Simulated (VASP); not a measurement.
# CsI (Pm-3m) in VASP: notebook

The runs below take CsI through single point, with PBE, LDA.

All numbers are computed with VASP 6.6.1; they aren't measurements. Logs are shortened: lines on timing, memory, paths and dates and some standing lists are left out, and cuts for length are marked.

## (1) The cell of the first run

The structure is cubic, space group Pm-3m (No. 221). The conventional cell has a = 4.608 Å, b = 4.608 Å, c = 4.608 Å, α = 90.00°, β = 90.00°, γ = 90.00°. Within 5.2 Å of Cs (site symmetry m-3m) lie 8 I at 3.99 Å and 6 Cs at 4.61 Å. I (site symmetry m-3m) has 8 Cs at 3.99 Å and 6 I at 4.61 Å within 5.2 Å.

## (2) Single point, PBE

Contents of INCAR:

```
PREC = Accurate
ENCUT = 500
EDIFF = 1E-6
ISMEAR = 0
SIGMA = 0.01
LREAL = F
LASPH = T
NELM = 120
ALGO = Normal
ISIF = 2
LWAVE = F
LCHARG = F
GGA = PE
NBANDS = 15
GGA_COMPAT = F
```

Contents of KPOINTS:

```
regular mesh
0
Gamma
  4 4 4
```

Contents of POSCAR:

```
CsI
1.0
    4.6081171041      0.0000000000      0.0000000000
    0.0000000000      4.6081171041      0.0000000000
    0.0000000000      0.0000000000      4.6081171041
Cs I
1 1
Direct
    0.0000000000      0.0000000000      0.0000000000
    0.5000000000      0.5000000000      0.5000000000
```

Potentials or basis: VASP PAW PBE potentials, release 64 (Cs_sv, I).

Started as:

```console
$ cat potpaw_PBE.64/Cs_sv/POTCAR potpaw_PBE.64/I/POTCAR > POTCAR
$ mpirun -np 1 vasp_std > vasp.out
```

OUTCAR:

```text
PREC = Accurate
   ENCUT = 500
   EDIFF = 1E-6
   ISMEAR = 0
   LREAL = F
   LASPH = T
   NELM = 120
   ISIF = 2
   GGA = PE

 ion  position               nearest neighbor table
   1  0.000  0.000  0.000-
   2  0.500  0.500  0.500-

  LATTYP: Found a simple cubic cell.
 ALAT       =     4.6081171041

  Lattice vectors:

 A1 = (   4.6081171041,   0.0000000000,   0.0000000000)
 A2 = (   0.0000000000,   4.6081171041,   0.0000000000)
 A3 = (   0.0000000000,   0.0000000000,   4.6081171041)

Analysis of symmetry for initial positions (statically):
=====================================================================
 Subroutine PRICEL returns:
 Original cell was already a primitive cell.

 Routine SETGRP: Setting up the symmetry group for a
 simple cubic supercell.

 Subroutine GETGRP returns: Found 48 space group operations
 (whereof 48 operations were pure point group operations)
 out of a pool of 48 trial point group operations.

The static configuration has the point symmetry O_h .

Analysis of symmetry for dynamics (positions and initial velocities):
=====================================================================
 Subroutine PRICEL returns:
 Original cell was already a primitive cell.

 Routine SETGRP: Setting up the symmetry group for a
 simple cubic supercell.

 Subroutine GETGRP returns: Found 48 space group operations
 (whereof 48 operations were pure point group operations)
 out of a pool of 48 trial point group operations.

The dynamic configuration has the point symmetry O_h .

 Subroutine INISYM returns: Found 48 space group operations
 (whereof 48 operations are pure point group operations),
 and found     1 'primitive' translations

----------------------------------------------------------------------------------------

                                     Primitive cell

  volume of cell :      97.8522

  direct lattice vectors                    reciprocal lattice vectors
     4.608117104  0.000000000  0.000000000     0.217008374  0.000000000  0.000000000
     0.000000000  4.608117104  0.000000000     0.000000000  0.217008374  0.000000000
     0.000000000  0.000000000  4.608117104     0.000000000  0.000000000  0.217008374

  length of vectors
     4.608117104  4.608117104  4.608117104     0.217008374  0.217008374  0.217008374

  position of ions in fractional coordinates (direct lattice)
     0.000000000  0.000000000  0.000000000
     0.500000000  0.500000000  0.500000000

  ion indices of the primitive-cell ions
   primitive index   ion index
                 1           1
                 2           2

----------------------------------------------------------------------------------------

 KPOINTS: regular mesh

Automatic generation of k-mesh.
 Grid dimensions read from file:
 generate k-points for:    4    4    4

 Generating k-lattice:

  Cartesian coordinates                     Fractional coordinates (reciprocal lattice)
     0.054252094  0.000000000  0.000000000     0.250000000  0.000000000  0.000000000
     0.000000000  0.054252094  0.000000000     0.000000000  0.250000000  0.000000000
     0.000000000  0.000000000  0.054252094     0.000000000  0.000000000  0.250000000

  Length of vectors
     0.054252094  0.054252094  0.054252094

  Shift w.r.t. Gamma in fractional coordinates (k-lattice)
     0.000000000  0.000000000  0.000000000

 Subroutine IBZKPT returns following result:
 ===========================================

 Found     10 irreducible k-points:

 Following reciprocal coordinates:
            Coordinates               Weight
  0.000000  0.000000  0.000000      1.000000
  0.250000  0.000000  0.000000      6.000000
  0.500000  0.000000  0.000000      3.000000
  0.250000  0.250000  0.000000     12.000000
  0.500000  0.250000  0.000000     12.000000
  0.500000  0.500000  0.000000      3.000000
  0.250000  0.250000  0.250000      8.000000
  0.500000  0.250000  0.250000     12.000000
  0.500000  0.500000  0.250000      6.000000
  0.500000  0.500000  0.500000      1.000000
   k-points           NKPTS =     10   k-points in BZ     NKDIM =     10   number of bands    NBANDS=     15
   number of dos      NEDOS =    301   number of ions     NIONS =      2
   total plane-waves  NPLWV =  46656
   dimension x,y,z NGX =    36 NGY =   36 NGZ =   36
   dimension x,y,z NGXF=    72 NGYF=   72 NGZF=   72
   ions per type =               1   1
   NGX,Y,Z   is equivalent  to a cutoff of  12.99, 12.99, 12.99 a.u.
   NGXF,Y,Z  is equivalent  to a cutoff of  25.98, 25.98, 25.98 a.u.
 SYSTEM =  unknown system
   PREC   = accura    normal or accurate (medium, high low for compatibility)
   ISTART =      0    job   : 0-new  1-cont  2-samecut
   ICHARG =      2    charge: 1-file 2-atom 10-const
   ISPIN  =      1    spin polarized calculation?
   LNONCOLLINEAR =      F non collinear calculations
   LSORBIT =      F    spin-orbit coupling
   LASPH  =      T    aspherical Exc in radial PAW
   ENCUT  =  500.0 eV  36.75 Ry    6.06 a.u.   8.40  8.40  8.40*2*pi/ulx,y,z
   NELM   =    120;   NELMIN=  2; NELMDL= -5     # of ELM steps
   EDIFF  = 0.1E-05   stopping-criterion for ELM
   LREAL  =      F    real-space projection
   EDIFFG = 0.1E-04   stopping-criterion for IOM
   NSW    =      0    number of steps for IOM
   IBRION =     -1    ionic relax: 0-MD 1-quasi-New 2-CG
   NFREE  =      0    steps in history (QN), initial steepest desc. (CG)
   ISIF   =      2    stress and relaxation
   ISYM   =      2    0-nonsym 1-usesym 2-fastsym
   POTIM  = 0.5000    time-step for ionic-motion
   TEBEG  =    0.0;   TEEND  =   0.0 temperature during run
   PSTRESS=    0.0 pullay stress
   NELECT =      16.0000    total number of electrons
   NUPDOWN=      -1.0000    fix difference up-down
   EMIN   =  10.00;   EMAX   =-10.00  energy-range for DOS
   EFERMI =   0.00;   METHOD = LEGACY
   ISMEAR =     0;   SIGMA  =   0.01  broadening in eV -4-tet -1-fermi 0-gaus
   EFERMI_NEDOS =   21; number of points for ismear=-14 and -15
   IALGO  =     38    algorithm
   IMIX   =      4    mixing-type and parameters
     AMIX     =   0.40;   BMIX     =  1.00
     AMIX_MAG =   1.60;   BMIX_MAG =  1.00
  volume/ion in A,a.u.               =      48.93       330.17
  Fermi-wavevector in a.u.,A,eV,Ry     =   0.895209  1.691701 10.903708  0.801400
  Thomas-Fermi vector in A             =   2.017512
   LORBIT       =      0    0 simple, 1 ext, 2 COOP (PROOUT), +10 PAW based schemes
   GGA     = PE    functional components
   LHFCALC =     F    Hartree Fock is set to
   AEXX    =    0.0000 exact exchange contribution
   IVDW    =     0    specifies the selected vdW correction
   LEPSILON=     F    determine dielectric tensor
   LRPA    =     F    only Hartree local field effects (RPA)
 non-spin polarized calculation
 Gauss-broadening in eV      SIGMA  =   0.01
  energy-cutoff  :      500.00
  volume of cell :       97.85
 maximum number of plane-waves:      2517
 NGX is ok and might be reduce to    36
   NGX = 17   NGY = 17   NGZ = 17

 number of electron      16.0000002 magnetization

 Free energy of the ion-electron system (eV)
  ---------------------------------------------------
  ext. energy  EPLUGINS =         0.00000000
  ---------------------------------------------------
  free energy    TOTEN  =        -5.43500382 eV

  energy without entropy =       -5.43500382  energy(sigma->0) =       -5.43500382

 E-fermi :   0.7621     XC(G=0):  -7.6523

 val. band max:        0.6576454935   @ k =   0.5000   0.5000   0.0000
 cond. band min:       4.4450777138   @ k =   0.0000   0.0000   0.0000
 fundamental gap:      3.7874322203
 Fermi energy:         0.7620683268

 k-point     1 :       0.0000    0.0000    0.0000
  band No.  band energies     occupation
      1     -19.7717      2.00000
      2      -9.9581      2.00000
      3      -6.4756      2.00000
      4      -6.4756      2.00000
      5      -6.4756      2.00000
      6       0.5650      2.00000
      7       0.5650      2.00000
      8       0.5650      2.00000
      9       4.4451      0.00000
     10       4.8754      0.00000
     11       4.8754      0.00000
     12       8.3569      0.00000
     13       8.3569      0.00000
     14       8.3569      0.00000
     15      10.7636      0.00000

 k-point     2 :       0.2500    0.0000    0.0000
  band No.  band energies     occupation
      1     -19.7608      2.00000
      2      -9.9610      2.00000
      3      -6.5486      2.00000
      4      -6.4474      2.00000
      5      -6.4474      2.00000
      6      -0.2462      2.00000
      7       0.4981      2.00000
      8       0.4981      2.00000
      9       5.2325      0.00000
     10       5.5524      0.00000
     11       6.0621      0.00000
     12       8.2586      0.00000
     13       8.2586      0.00000
     14       8.6156      0.00000
     15       8.8721      0.00000

 k-point     3 :       0.5000    0.0000    0.0000
  band No.  band energies     occupation
      1     -19.7499      2.00000
      2      -9.9666      2.00000
      3      -6.6077      2.00000
      4      -6.4187      2.00000
      5      -6.4187      2.00000
      6      -0.8396      2.00000
      7       0.4283      2.00000
      8       0.4283      2.00000
      9       5.8614      0.00000
     10       7.0287      0.00000
     11       7.2635      0.00000
     12       7.4876      0.00000
     13       8.4689      0.00000
     14       8.4689      0.00000
     15       8.9768      0.00000
[... 91 lines left out ...]
 k-point     9 :       0.5000    0.5000    0.2500
  band No.  band energies     occupation
      1     -19.7209      2.00000
      2      -9.7524      2.00000
      3      -6.7594      2.00000
      4      -6.7594      2.00000
      5      -6.5507      2.00000
      6      -0.3877      2.00000
      7      -0.3877      2.00000
      8      -0.0507      2.00000
      9       5.9761      0.00000
     10       6.9677      0.00000
     11       7.0424      0.00000
     12       7.0424      0.00000
     13       9.5061      0.00000
     14       9.5061      0.00000
     15      10.2256      0.00000

 k-point    10 :       0.5000    0.5000    0.5000
  band No.  band energies     occupation
      1     -19.7115      2.00000
      2      -9.7035      2.00000
      3      -6.7087      2.00000
      4      -6.7087      2.00000
      5      -6.7087      2.00000
      6      -0.5861      2.00000
      7      -0.5861      2.00000
      8      -0.5861      2.00000
      9       7.7448      0.00000
     10       7.7448      0.00000
     11       7.7448      0.00000
     12       8.3905      0.00000
     13       8.3905      0.00000
     14       8.3905      0.00000
     15      10.3071      0.00000

------------------------ aborting loop because EDIFF is reached ----------------------------------------

  FORCE on cell =-STRESS in cart. coord.  units (eV):
  Direction    XX          YY          ZZ          XY          YZ          ZX
  --------------------------------------------------------------------------------------
  -------------------------------------------------------------------------------------
  Total        0.2768957      0.2768957      0.2768957     -0.0000000      0.0000000     -0.0000000
  in kB        4.5337365      4.5337365      4.5337365     -0.0000000      0.0000000     -0.0000000
  external PRESSURE =       4.5337365 kB  Pullay stress =       0.0000000 kB

 VOLUME and BASIS-vectors are now :
 -----------------------------------------------------------------------------
  energy-cutoff  :      500.00
  volume of cell :       97.85
      direct lattice vectors                 reciprocal lattice vectors
     4.608117104  0.000000000  0.000000000     0.217008374  0.000000000  0.000000000
     0.000000000  4.608117104  0.000000000     0.000000000  0.217008374  0.000000000
     0.000000000  0.000000000  4.608117104     0.000000000  0.000000000  0.217008374

 POSITION                                       TOTAL-FORCE (eV/Angst)
 -----------------------------------------------------------------------------------
      0.00000      0.00000      0.00000         0.000000      0.000000      0.000000
      2.30406      2.30406      2.30406         0.000000      0.000000      0.000000
 -----------------------------------------------------------------------------------
    total drift:                               -0.000000      0.000000      0.000000

  FREE ENERGIE OF THE ION-ELECTRON SYSTEM (eV)
  ---------------------------------------------------
  free  energy   TOTEN  =        -5.4350038154 eV

  energy  without entropy=       -5.4350038154  energy(sigma->0) =       -5.43500382
```

Run time: 16 s. Hardware: 1 thread of Intel Xeon Platinum 8375C at 2.90GHz (Ice Lake), shared host; peak memory 0.2 GiB.

Results:

| Item | Value |
| --- | --- |
| Free energy | -5.4350 eV |
| Pressure | 0.5 GPa |
| Band gap on the k mesh | 3.79 eV (least direct gap 3.88 eV) |

Levels at points of the mesh, in eV from the valence-band top:
| k point | band 5 | band 6 | band 7 | band 8 | band 9 | band 10 | band 11 | band 12 |
| --- | --- | --- | --- | --- | --- | --- | --- | --- |
| (0.00, 0.00, 0.00) | -7.13 | -0.09 | -0.09 | -0.09 | 3.79 | 4.22 | 4.22 | 7.70 |
| (0.50, 0.00, 0.00) | -7.08 | -1.50 | -0.23 | -0.23 | 5.20 | 6.37 | 6.61 | 6.83 |
| (0.50, 0.50, 0.00) | -7.04 | -0.84 | -0.84 | 0.00 | 4.24 | 4.91 | 6.09 | 6.09 |
| (0.50, 0.50, 0.50) | -7.37 | -1.24 | -1.24 | -1.24 | 7.09 | 7.09 | 7.09 | 7.73 |

Caveat: spin-orbit coupling is left out, which moves the levels of the heavy elements. A k mesh can miss the band edges.

## (3) Single point, LDA

This run uses another cell than the first one, of 42.66 Å³/atom.

Contents of INCAR:

```
PREC     = Accurate       # precision mode
ENCUT    = 500            # plane-wave cutoff, eV
EDIFF    = 1E-6           # SCF threshold, eV
ISMEAR   = -1             # smearing method
SIGMA    = 0.02           # smearing width, eV
LREAL    = F              # projectors in reciprocal space
LASPH    = T              # aspherical terms in the spheres
NELM     = 120            # most SCF steps
ALGO     = Normal         # electronic algorithm
ISIF     = 2              # what is computed and relaxed
LWAVE    = F              # write WAVECAR
LCHARG   = T              # write CHGCAR
GGA      = CA             # functional
LELF     = T              # ELF
LVHAR    = T            
NBANDS   = 15             # bands
GGA_COMPAT= F
```

Contents of KPOINTS:

```
Automatic mesh
0
Gamma
  6 6 6
```

Contents of POSCAR:

```
CsI
1.0
    4.4021914470      0.0000000000      0.0000000000
    0.0000000000      4.4021914470      0.0000000000
    0.0000000000      0.0000000000      4.4021914470
Cs I
1 1
Direct
    0.0000000000      0.0000000000      0.0000000000
    0.5000000000      0.5000000000      0.5000000000
```

Potentials or basis: VASP PAW LDA potentials, release 64 (Cs_sv, I).

Started as:

```console
$ cat potpaw_LDA.64/Cs_sv/POTCAR potpaw_LDA.64/I/POTCAR > POTCAR
$ mpirun -np 1 vasp_std > vasp.out
```

OUTCAR:

```text
PREC = Accurate
   ENCUT = 500
   EDIFF = 1E-6
   ISMEAR = -1
   LREAL = F
   LASPH = T
   NELM = 120
   ISIF = 2
   GGA = CA

 ion  position               nearest neighbor table
   1  0.000  0.000  0.000-
   2  0.500  0.500  0.500-

  LATTYP: Found a simple cubic cell.
 ALAT       =     4.4021914470

  Lattice vectors:

 A1 = (   4.4021914470,   0.0000000000,   0.0000000000)
 A2 = (   0.0000000000,   4.4021914470,   0.0000000000)
 A3 = (   0.0000000000,   0.0000000000,   4.4021914470)

Analysis of symmetry for initial positions (statically):
=====================================================================
 Subroutine PRICEL returns:
 Original cell was already a primitive cell.

 Routine SETGRP: Setting up the symmetry group for a
 simple cubic supercell.

 Subroutine GETGRP returns: Found 48 space group operations
 (whereof 48 operations were pure point group operations)
 out of a pool of 48 trial point group operations.

The static configuration has the point symmetry O_h .

[... 162 lines left out ...]
  band No.  band energies     occupation
      1     -18.8581      2.00000
      2      -9.5271      2.00000
      3      -5.5393      2.00000
      4      -5.5393      2.00000
      5      -5.5393      2.00000
      6       1.3137      2.00000
      7       1.3137      2.00000
      8       1.3137      2.00000
      9       5.1463      0.00000
     10       5.1463      0.00000
     11       5.3190      0.00000
     12       9.2839      0.00000
     13       9.2839      0.00000
     14       9.2839      0.00000
[... 329 lines left out ...]
      2      -9.1569      2.00000
      3      -5.8954      2.00000
      4      -5.8954      2.00000
      5      -5.8954      2.00000
      6      -0.2775      2.00000
      7      -0.2775      2.00000
      8      -0.2775      2.00000
      9       8.7310      0.00000
     10       8.7310      0.00000
     11       8.7310      0.00000
     12       9.6507      0.00000
     13       9.6507      0.00000
     14       9.6507      0.00000
     15      11.7284      0.00000

------------------------ aborting loop because EDIFF is reached ----------------------------------------

  FORCE on cell =-STRESS in cart. coord.  units (eV):
  Direction    XX          YY          ZZ          XY          YZ          ZX
  --------------------------------------------------------------------------------------
  -------------------------------------------------------------------------------------
  Total        0.0359926      0.0359926      0.0359926     -0.0000000     -0.0000000     -0.0000000
  in kB        0.6759533      0.6759533      0.6759533     -0.0000000     -0.0000000     -0.0000000
  external PRESSURE =       0.6759533 kB  Pullay stress =       0.0000000 kB

 VOLUME and BASIS-vectors are now :
 -----------------------------------------------------------------------------
  energy-cutoff  :      500.00
  volume of cell :       85.31
      direct lattice vectors                 reciprocal lattice vectors
     4.402191447  0.000000000  0.000000000     0.227159589  0.000000000  0.000000000
     0.000000000  4.402191447  0.000000000     0.000000000  0.227159589  0.000000000
     0.000000000  0.000000000  4.402191447     0.000000000  0.000000000  0.227159589

 POSITION                                       TOTAL-FORCE (eV/Angst)
 -----------------------------------------------------------------------------------
      0.00000      0.00000      0.00000         0.000000      0.000000      0.000000
      2.20110      2.20110      2.20110         0.000000      0.000000      0.000000
 -----------------------------------------------------------------------------------
    total drift:                                0.000000      0.000000     -0.000000

  FREE ENERGIE OF THE ION-ELECTRON SYSTEM (eV)
  ---------------------------------------------------
  free  energy   TOTEN  =        -6.1871214194 eV

  energy  without entropy=       -6.1871214194  energy(sigma->0) =       -6.18712142
```

OSZICAR:

```text
N       E                     dE             d eps       ncg     rms          rms(c)
DAV:   1     0.791274378169E+02    0.79127E+02   -0.60703E+03   600   0.866E+02
DAV:   2    -0.328513522657E-01   -0.79160E+02   -0.72018E+02   903   0.138E+02
DAV:   3    -0.623836886975E+01   -0.62055E+01   -0.61741E+01   761   0.424E+01
DAV:   4    -0.631734129592E+01   -0.78972E-01   -0.78957E-01   767   0.589E+00
DAV:   5    -0.631817426040E+01   -0.83296E-03   -0.83296E-03   796   0.586E-01    0.171E+00
DAV:   6    -0.621341107590E+01    0.10476E+00   -0.74926E-02   740   0.149E+00    0.118E+00
DAV:   7    -0.618768841409E+01    0.25723E-01   -0.65175E-02   733   0.132E+00    0.475E-01
DAV:   8    -0.618724775550E+01    0.44066E-03   -0.79383E-03   684   0.453E-01    0.958E-02
DAV:   9    -0.618711328196E+01    0.13447E-03   -0.24526E-04   838   0.114E-01    0.498E-02
DAV:  10    -0.618713048301E+01   -0.17201E-04   -0.12936E-04   691   0.485E-02    0.228E-02
DAV:  11    -0.618712288643E+01    0.75966E-05   -0.49563E-05   733   0.363E-02    0.510E-03
DAV:  12    -0.618712141468E+01    0.14717E-05   -0.37371E-06   747   0.120E-02    0.132E-03
DAV:  13    -0.618712141941E+01   -0.47280E-08   -0.41633E-07   433   0.322E-03
   1 F= -.61871214E+01 E0= -.61871214E+01  d E =-.368644E-10
```

It took 17 s on 1 thread of Intel Xeon Platinum 8375C at 2.90GHz (Ice Lake), shared host; peak memory 0.16 GiB.

Results:

| Item | Value |
| --- | --- |
| Free energy | -6.1871 eV |
| Pressure | 0.1 GPa |
| Band gap on the k mesh | 3.77 eV (least direct gap 3.83 eV) |

Caveat: spin-orbit coupling is left out, which moves the levels of the heavy elements.
